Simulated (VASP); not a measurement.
# MoS2 (P6_3/mmc) in VASP: further runs

Runs on MoS2. Level: PBEsol. Tasks: single point.

Program: VASP 6.6.1. These are calculated values, not measurements. Logs are shortened: lines on timing, memory, paths and dates and some standing lists are left out, and cuts for length are marked.

### Step 1. The cell of the first run

It takes space group P6_3/mmc (No. 194, hexagonal). The conventional cell has a = 3.309 Å, b = 3.309 Å, c = 11.872 Å, α = 90.00°, β = 90.00°, γ = 120.00°. Mo (site symmetry -6m2) has 6 S at 2.41 Å and 6 Mo at 3.31 Å within 3.4 Å. Within 3.4 Å of S (site symmetry 3m) lie 3 Mo at 2.41 Å and 7 S at 2.94 to 3.31 Å.

### Step 2. Single point, PBEsol (18.77 Å³/atom)

File INCAR:

```
ALGO = Normal
EDIFF = 1E-6
ENCUT = 520
GGA = PS
ISIF = 2
ISMEAR = 1
LASPH = True
LCHARG = False
LREAL = False
LWAVE = False
NBANDS = 35
NELM = 100
PREC = Accurate
SIGMA = 0.2
```

File KPOINTS:

```
k-points
0
Gamma
  12 12 4
```

File POSCAR:

```
MoS2
1.0
    3.3093999682      0.0000000000      0.0000000000
   -1.6546999841      2.8660244437      0.0000000000
    0.0000000000      0.0000000000     11.8718105058
Mo S
2 4
Direct
    0.3333333333      0.6666666667      0.2500000000
    0.6666666667      0.3333333333      0.7500000000
    0.3333333333      0.6666666667      0.6259932117
    0.6666666667      0.3333333333      0.1259932117
    0.3333333333      0.6666666667      0.8740067883
    0.6666666667      0.3333333333      0.3740067883
```

Potentials or basis: VASP PAW PBE potentials, release 64 (Mo_sv, S).

On the command line:

```
$ cat potpaw_PBE.64/Mo_sv/POTCAR potpaw_PBE.64/S/POTCAR > POTCAR
$ mpirun -np 1 vasp_std > vasp.out
```

OUTCAR:

```text
EDIFF = 1E-6
   ENCUT = 520
   GGA = PS
   ISIF = 2
   ISMEAR = 1
   LASPH = True
   LREAL = False
   NELM = 100
   PREC = Accurate

 ion  position               nearest neighbor table
   1  0.333  0.667  0.250-   4 2.41   6 2.41   4 2.41   6 2.41   4 2.41   6 2.41
   2  0.667  0.333  0.750-   3 2.41   5 2.41   3 2.41   5 2.41   3 2.41   5 2.41
   3  0.333  0.667  0.626-   2 2.41   2 2.41   2 2.41
   4  0.667  0.333  0.126-   1 2.41   1 2.41   1 2.41
   5  0.333  0.667  0.874-   2 2.41   2 2.41   2 2.41
   6  0.667  0.333  0.374-   1 2.41   1 2.41   1 2.41

  LATTYP: Found a hexagonal cell.
 ALAT       =     3.3093999682
 C/A-ratio  =     3.5873000000

  Lattice vectors:

 A1 = (   3.3093999682,   0.0000000000,   0.0000000000)
 A2 = (  -1.6546999841,   2.8660244437,   0.0000000000)
 A3 = (   0.0000000000,   0.0000000000,  11.8718105058)

Analysis of symmetry for initial positions (statically):
=====================================================================
 Subroutine PRICEL returns:
 Original cell was already a primitive cell.

 Routine SETGRP: Setting up the symmetry group for a
 hexagonal supercell.

 Subroutine GETGRP returns: Found 24 space group operations
 (whereof 12 operations were pure point group operations)
 out of a pool of 24 trial point group operations.

The static configuration has the point symmetry D_3d.
 The point group associated with its full space group is D_6h.

Analysis of symmetry for dynamics (positions and initial velocities):
=====================================================================
 Subroutine PRICEL returns:
 Original cell was already a primitive cell.

 Routine SETGRP: Setting up the symmetry group for a
 hexagonal supercell.

 Subroutine GETGRP returns: Found 24 space group operations
 (whereof 12 operations were pure point group operations)
 out of a pool of 24 trial point group operations.

The dynamic configuration has the point symmetry D_3d.
 The point group associated with its full space group is D_6h.

 Subroutine INISYM returns: Found 24 space group operations
 (whereof 12 operations are pure point group operations),
 and found     1 'primitive' translations

----------------------------------------------------------------------------------------

                                     Primitive cell

  volume of cell :     112.6020

  direct lattice vectors                    reciprocal lattice vectors
     3.309399968  0.000000000  0.000000000     0.302169580  0.174457689  0.000000000
    -1.654699984  2.866024444  0.000000000     0.000000000  0.348915377  0.000000000
     0.000000000  0.000000000 11.871810506     0.000000000  0.000000000  0.084233150

  length of vectors
     3.309399968  3.309399968 11.871810506     0.348915377  0.348915377  0.084233150

  position of ions in fractional coordinates (direct lattice)
     0.333333333  0.666666667  0.250000000
     0.666666667  0.333333333  0.750000000
     0.333333333  0.666666667  0.625993212
     0.666666667  0.333333333  0.125993212
     0.333333333  0.666666667  0.874006788
     0.666666667  0.333333333  0.374006788

  ion indices of the primitive-cell ions
   primitive index   ion index
                 1           1
                 2           2
                 3           3
                 4           4
                 5           5
                 6           6

----------------------------------------------------------------------------------------

 KPOINTS: k-points

Automatic generation of k-mesh.
 Grid dimensions read from file:
 generate k-points for:   12   12    4

 Generating k-lattice:

  Cartesian coordinates                     Fractional coordinates (reciprocal lattice)
     0.025180798  0.014538141  0.000000000     0.083333333  0.000000000  0.000000000
     0.000000000  0.029076281  0.000000000     0.000000000  0.083333333  0.000000000
     0.000000000  0.000000000  0.021058288     0.000000000  0.000000000  0.250000000

  Length of vectors
     0.029076281  0.029076281  0.021058288

  Shift w.r.t. Gamma in fractional coordinates (k-lattice)
     0.000000000  0.000000000  0.000000000

 Subroutine IBZKPT returns following result:
 ===========================================

 Found     57 irreducible k-points:

 Following reciprocal coordinates:
            Coordinates               Weight
  0.000000  0.000000  0.000000      1.000000
  0.083333  0.000000  0.000000      6.000000
  0.166667  0.000000  0.000000      6.000000
  0.250000  0.000000  0.000000      6.000000
  0.333333  0.000000  0.000000      6.000000
  0.416667 -0.000000  0.000000      6.000000
[... 16 lines left out ...]
  0.250000  0.000000  0.250000     12.000000
  0.333333  0.000000  0.250000     12.000000
 [... further k-points ...]
   k-points           NKPTS =     57   k-points in BZ     NKDIM =     57   number of bands    NBANDS=     35
   number of dos      NEDOS =    301   number of ions     NIONS =      6
   total plane-waves  NPLWV =  70560
   dimension x,y,z NGX =    28 NGY =   28 NGZ =   90
   dimension x,y,z NGXF=    56 NGYF=   56 NGZF=  180
   ions per type =               2   4
   NGX,Y,Z   is equivalent  to a cutoff of  14.07, 14.07, 12.60 a.u.
   NGXF,Y,Z  is equivalent  to a cutoff of  28.13, 28.13, 25.21 a.u.
 SYSTEM =  unknown system
   PREC   = accura    normal or accurate (medium, high low for compatibility)
   ISTART =      0    job   : 0-new  1-cont  2-samecut
   ICHARG =      2    charge: 1-file 2-atom 10-const
   ISPIN  =      1    spin polarized calculation?
   LNONCOLLINEAR =      F non collinear calculations
   LSORBIT =      F    spin-orbit coupling
   LASPH  =      T    aspherical Exc in radial PAW
   ENCUT  =  520.0 eV  38.22 Ry    6.18 a.u.   6.15  6.15 22.07*2*pi/ulx,y,z
   NELM   =    100;   NELMIN=  2; NELMDL= -5     # of ELM steps
   EDIFF  = 0.1E-05   stopping-criterion for ELM
   LREAL  =      F    real-space projection
[... 7 lines left out ...]
   TEBEG  =    0.0;   TEEND  =   0.0 temperature during run
   PSTRESS=    0.0 pullay stress
   NELECT =      52.0000    total number of electrons
   NUPDOWN=      -1.0000    fix difference up-down
   EMIN   =  10.00;   EMAX   =-10.00  energy-range for DOS
   EFERMI =   0.00;   METHOD = LEGACY
   ISMEAR =     1;   SIGMA  =   0.20  broadening in eV -4-tet -1-fermi 0-gaus
   EFERMI_NEDOS =   21; number of points for ismear=-14 and -15
   IALGO  =     38    algorithm
   IMIX   =      4    mixing-type and parameters
     AMIX     =   0.40;   BMIX     =  1.00
     AMIX_MAG =   1.60;   BMIX_MAG =  1.00
  volume/ion in A,a.u.               =      18.77       126.65
  Fermi-wavevector in a.u.,A,eV,Ry     =   1.265398  2.391256 21.786095  1.601233
  Thomas-Fermi vector in A             =   2.398654
   LORBIT       =      0    0 simple, 1 ext, 2 COOP (PROOUT), +10 PAW based schemes
   GGA     = PS    functional components
   LHFCALC =     F    Hartree Fock is set to
   AEXX    =    0.0000 exact exchange contribution
   IVDW    =     0    specifies the selected vdW correction
   LEPSILON=     F    determine dielectric tensor
   LRPA    =     F    only Hartree local field effects (RPA)
 non-spin polarized calculation
 Methfessel and Paxton  Order N= 1 SIGMA  =   0.20
  energy-cutoff  :      520.00
  volume of cell :      112.60
 maximum number of plane-waves:      3057
 NGX is ok and might be reduce to    28
   NGX = 13   NGY = 13   NGZ = 45

 number of electron      52.0000000 magnetization

 Free energy of the ion-electron system (eV)
  ---------------------------------------------------
  ext. energy  EPLUGINS =         0.00000000
  ---------------------------------------------------
  free energy    TOTEN  =       -46.37936252 eV

  energy without entropy =      -46.38104386  energy(sigma->0) =      -46.37992297

 E-fermi :   7.1323     XC(G=0): -10.7247

 val. band max:        7.1089634231   @ k =   0.0000   0.0000   0.5000
 cond. band min:       7.1841444456   @ k =   0.3333   0.3333   0.0000
 fundamental gap:      0.0751810225
 Fermi energy:         7.1323339356

 k-point     1 :       0.0000    0.0000    0.0000
  band No.  band energies     occupation
      1     -54.6855      2.00000
      2     -54.6855      2.00000
      3     -28.7906      2.00000
      4     -28.7904      2.00000
      5     -28.7315      2.00000
      6     -28.7315      2.00000
[... 27 lines left out ...]
     34       9.2586     -0.00000
     35      11.5017      0.00000

 k-point     2 :       0.0833    0.0000    0.0000
  band No.  band energies     occupation
      1     -54.6840      2.00000
      2     -54.6839      2.00000
      3     -28.7871      2.00000
      4     -28.7870      2.00000
      5     -28.7496      2.00000
      6     -28.7496      2.00000
[... 27 lines left out ...]
     34       9.1514     -0.00000
     35      11.9569      0.00000

 k-point     3 :       0.1667    0.0000    0.0000
  band No.  band energies     occupation
      1     -54.6797      2.00000
      2     -54.6797      2.00000
      3     -28.7988      2.00000
      4     -28.7987      2.00000
      5     -28.7776      2.00000
      6     -28.7775      2.00000
[... 27 lines left out ...]
     34       9.3501     -0.00000
     35      12.9978      0.00000
[... 723 lines left out ...]
 k-point    23 :       0.2500    0.0000    0.2500
  band No.  band energies     occupation
      1     -54.6739      2.00000
      2     -54.6739      2.00000
      3     -28.8652      2.00000
      4     -28.8652      2.00000
      5     -28.7645      2.00000
      6     -28.7645      2.00000
[... 27 lines left out ...]
     34       9.8576     -0.00000
     35      13.9294      0.00000

 k-point    24 :       0.3333    0.0000    0.2500
  band No.  band energies     occupation
      1     -54.6681      2.00000
      2     -54.6681      2.00000
      3     -28.9309      2.00000
      4     -28.9309      2.00000
      5     -28.7774      2.00000
      6     -28.7774      2.00000
[... 27 lines left out ...]
     34      10.2849     -0.00000
     35      13.1905      0.00000

 [... further k-points ...]

------------------------ aborting loop because EDIFF is reached ----------------------------------------

  FORCE on cell =-STRESS in cart. coord.  units (eV):
  Direction    XX          YY          ZZ          XY          YZ          ZX
  --------------------------------------------------------------------------------------
  -------------------------------------------------------------------------------------
  Total       -7.6339850     -7.6339850      4.0658053     -0.0000000      0.0000000      0.0000000
  in kB     -108.6214966   -108.6214966     57.8510252     -0.0000000      0.0000000      0.0000000
  external PRESSURE =     -53.1306560 kB  Pullay stress =       0.0000000 kB

 VOLUME and BASIS-vectors are now :
 -----------------------------------------------------------------------------
  energy-cutoff  :      520.00
  volume of cell :      112.60
      direct lattice vectors                 reciprocal lattice vectors
     3.309399968  0.000000000  0.000000000     0.302169580  0.174457689  0.000000000
    -1.654699984  2.866024444  0.000000000     0.000000000  0.348915377  0.000000000
     0.000000000  0.000000000 11.871810506     0.000000000  0.000000000  0.084233150

 POSITION                                       TOTAL-FORCE (eV/Angst)
 -----------------------------------------------------------------------------------
     -0.00000      1.91068      2.96795         0.000000     -0.000000     -0.000000
      1.65470      0.95534      8.90386        -0.000000      0.000000     -0.000000
     -0.00000      1.91068      7.43167         0.000000      0.000000     -0.593211
      1.65470      0.95534      1.49577        -0.000000      0.000000     -0.593211
     -0.00000      1.91068     10.37604         0.000000     -0.000000      0.593211
      1.65470      0.95534      4.44014        -0.000000      0.000000      0.593211
 -----------------------------------------------------------------------------------
    total drift:                                0.000000     -0.000000      0.000000

  FREE ENERGIE OF THE ION-ELECTRON SYSTEM (eV)
  ---------------------------------------------------
  free  energy   TOTEN  =       -46.3793625241 eV

  energy  without entropy=      -46.3810438621  energy(sigma->0) =      -46.37992297
```

Wall time 2.6 min (1 thread of Intel Xeon 6975P-C (Granite Rapids), shared host); peak memory 0.35 GiB.

Results:

```
Free energy            : -46.3794 eV
Pressure               : -5.3 GPa
Largest force          : 0.593 eV/Å
Band gap on the k mesh : zero (bands 26 and 27 overlap by 0.10 eV)
```

Forces in eV/Å, atoms in the order of the input:
```
Mo   0.000  0.000  0.000
Mo   0.000  0.000  0.000
S    0.000  0.000 -0.593
S    0.000  0.000 -0.593
S    0.000  0.000  0.593
S    0.000  0.000  0.593
```

Stress tensor (GPa, compression positive):
```
-10.86   0.00   0.00
  0.00 -10.86   0.00
  0.00   0.00   5.79
```

Levels at points of the mesh, in eV from the Fermi level:
```
           k point  band 22  band 23  band 24  band 25  band 26  band 27  band 28  band 29  band 30  band 31
(0.00, 0.00, 0.00)    -2.87    -2.87    -0.79    -0.78     0.15     1.53     1.53     1.55     1.55     1.91
(0.50, 0.00, 0.00)    -2.53    -2.34    -2.23    -1.70    -1.42     0.79     0.86     1.24     1.34     2.48
(0.00, 0.00, 0.50)    -2.90    -2.21    -2.21    -0.02    -0.02     1.53     1.53     1.53     1.53     2.02
(0.50, 0.00, 0.50)    -2.44    -2.42    -2.42    -1.53    -1.53     0.82     0.82     1.30     1.30     2.84
```

Caveat: the stress differs along the axes, from -11 to 6 GPa; the PAW data sets were made with another functional, which shifts forces and pressure a little; this functional lacks dispersion, which binds layers or chains, so the pressure and a relaxed spacing across them are unreliable.

(Part 1 of 3 ends here.)

The gap in the log of VASP goes by the Fermi energy; the results here count the filled bands.